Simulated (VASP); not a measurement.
Write the native input for VASP 6.6.1 that does the following.

```yaml
Task: single point
Functional: LDA
Potentials_or_basis: VASP PAW LDA potentials, release 64 (Cd, S)
Cutoff: 500 eV
k_mesh: 6 × 6 × 6
Occupations: gaussian, width 0.1 eV
Spin: no spin polarisation
Dipole_correction: no
Further_INCAR_settings: ALGO = Normal; EDIFF = 1e-06; NBANDS = 16
```

The structure of CdS lies in POSCAR:

```
CdS
1.0
    0.0000000000      2.9200000000      2.9200000000
    2.9200000000      0.0000000000      2.9200000000
    2.9200000000      2.9200000000      0.0000000000
Cd S
1 1
Direct
    0.0000000000      0.0000000000      0.0000000000
    0.2500000000      0.2500000000      0.2500000000
```

The input as run:

INCAR

```
  ALGO = Normal
  EDIFF = 1E-6
  ENCUT = 500
  GGA_COMPAT = False
  ISIF = 2
  ISMEAR = 0
  LASPH = True
  LCHARG = False
  LREAL = False
  LWAVE = False
  NBANDS = 16
  NELM = 120
  PREC = Accurate
  SIGMA = 0.1
```

KPOINTS

```
k-points
0
Gamma
  6 6 6
```

Potentials or basis: VASP PAW LDA potentials, release 64 (Cd, S).

Run with:

```console
$ cat potpaw_LDA.64/Cd/POTCAR potpaw_LDA.64/S/POTCAR > POTCAR
$ mpirun -np 1 vasp_std > vasp.out
```

It gave:

```yaml
Pressure: -2.2 GPa
Band_gap_on_the_k_mesh: 0.88 eV
```

It took 12 s on 1 thread of Intel(R) Xeon(R) Platinum 8559C (Emerald Rapids) (shared host), peak memory 0.14 GiB.
